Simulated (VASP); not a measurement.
Runs of VASP 6.6.1 on BeTe. The structure is that of space group F-43m (No. 216), or close to it. The cells are those of the table. 

```tsv
task	cell	cutoff (eV)	gap on the mesh (eV)	pressure (GPa)
single point	a = 3.714 Å, angles 60.0°, 2 atoms	520	1.37	20.3
relaxation of cell and atoms	relaxed to 20 GPa from a = 3.917 Å, angles 60.0°, 2 atoms	600	(b)	19.9
relaxation of cell and atoms	relaxed to 5 GPa from a = 3.917 Å, angles 60.0°, 2 atoms	600	1.83	5.0
single point	a = 3.829 Å, angles 60.0°, 2 atoms	520	1.65	10.2
relaxation of cell and atoms	relaxed to 10 GPa from a = 3.917 Å, angles 60.0°, 2 atoms	600	1.66	10.0
single point	a = 4.005 Å, angles 60.0°, 2 atoms	520	(a)	0.1
relaxation of cell and atoms	relaxed from a = 3.917 Å, angles 60.0°, 2 atoms	600	2.02	0.0
single point	a = 3.905 Å, angles 60.0°, 2 atoms	520	1.82	5.2
```

Alike in all rows: level PBE; potentials or basis VASP PAW PBE potentials, release 64 (Be, Te); no spin polarisation; k mesh 8 × 8 × 8; smearing gaussian 0.01 eV.

**Question.** Fill in the values left out.

**Answer.** (a) 2.01; (b) 1.38.

Caveats: spin-orbit coupling is left out, which moves the levels of the heavy elements; the cell is relaxed towards a set pressure, so the enthalpy falls and the energy may rise (some runs).

A k mesh can miss the band edges, and the runs leave out spin-orbit coupling on Te.
